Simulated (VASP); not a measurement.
# PbF2: vibrations by perturbation theory with PBEsol

The system is PbF2.

```
Pb F
1.0
     2.94934    2.94934    0.00000
    -2.94934    2.94934    0.00000
     0.00000    2.94934    2.94934
Pb F
1 2
Direct
  0.00000 0.00000 0.00000
  0.25000 0.75000 0.50000
  0.75000 0.25000 0.50000
```

* Program: VASP 6.6.1
* Task: vibrations by perturbation theory
* Functional: PBEsol
* Potentials or basis: VASP PAW PBE potentials, release 64 (Pb_d, F)
* Cutoff: 520 eV
* k mesh: 8 × 8 × 8
* Occupations: gaussian, width 0.01 eV
* Spin: no spin polarisation
* Dipole correction: no
* Further INCAR settings: ALGO = Normal; EDIFF = 1e-08; NBANDS = 21; IBRION = 8; NSW = 1

- Highest phonon frequency at Γ, LO-TO splitting left out: 248 cm⁻¹

Phonon frequencies in cm⁻¹ (negative: imaginary):
```tsv
q point	frequencies
(0.000, 0.000, 0.000)	0 0 0 112 112 112 248 248 248
```

It took 110 s on 1 thread of Intel(R) Xeon(R) 6975P-C (Granite Rapids) (shared host), peak memory 0.35 GiB.
